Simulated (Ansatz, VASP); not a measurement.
**Ge in VASP and in Ansatz**

```xyz
2
Lattice="0.0000 2.8217 2.8288 2.8358 0.0000 2.8288 2.8358 2.8217 0.0000" Properties=species:S:1:pos:R:3 pbc="T T T"
Ge    2.8358    2.8217    2.8288
Ge    4.2538    4.2325    4.2432
```

Change from the starting cell: strain +0.0025 x Voigt [1, -1, 0, 0, 0, 0], atoms carried along.

Alike in both runs: task single point; functional PBEsol; k mesh 14 × 14 × 14; occupations gaussian, width 0.15 eV; no spin polarisation.

```csv
,VASP,Ansatz
version,VASP 6.6.1,Ansatz 0.2.0
potentials or method,"VASP PAW PBE potentials, release 64 (Ge_d), cutoff 520 eV","scalar-relativistic, plane waves, PAW"
valence electrons in the cell,28,28
```

```tsv
	VASP	Ansatz	Ansatz less VASP
gap on the k mesh at the Fermi level (eV)	none	none	-
pressure (GPa)	1.0	0.7	-0.30
traceless stress, the component that is largest in VASP (GPa)	-0.18	-0.18	0.000
```

VASP's potentials were made for PBE, not for PBEsol. A gap of «none» marks a metal or a gap that the smearing closes. The functional is the same, so the differences come from potentials, cutoffs and numerics.
